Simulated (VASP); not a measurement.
**Al: single point with PBEsol+D4**

Al:

```
Al
1.0
     0.00000    1.99172    1.99172
     1.99172    0.00000    1.99172
     1.99172    1.99172    0.00000
Al
1
Direct
  0.00000 0.00000 0.00000
```

```json
{
 "Program": "VASP 6.6.1",
 "Task": "single point",
 "Functional": "PBEsol",
 "Dispersion": "D4",
 "Potentials or basis": "VASP PAW PBE potentials, release 64 (Al)",
 "Cutoff": "500 eV",
 "k mesh": "18 × 18 × 18",
 "Occupations": "gaussian, width 0.1 eV",
 "Spin": "no spin polarisation",
 "Dipole correction": "no",
 "Further INCAR settings": "ALGO = Normal; EDIFF = 1e-06; NBANDS = 8"
}
```

- Pressure: 0.1 GPa
- Dispersion energy per atom: -0.208 eV

Levels at points of the mesh, in eV from the Fermi level:
```
           k point  band 1  band 2  band 3  band 4  band 5
(0.00, 0.00, 0.00)  -11.42   12.84   12.84   12.84   14.67
(0.50, 0.00, 0.00)   -4.76   -4.43   11.64   11.64   11.87
(0.50, 0.50, 0.00)   -3.02   -1.61    5.27    5.80    5.80
```

Wall time 11 s on 1 thread of Intel(R) Xeon(R) Platinum 8488C (Sapphire Rapids), on a shared host, peak memory 0.14 GiB.

Caveat: the PAW data sets were made with another functional, which shifts forces and pressure a little; pairwise dispersion overbinds metals, which lowers pressure and volume.
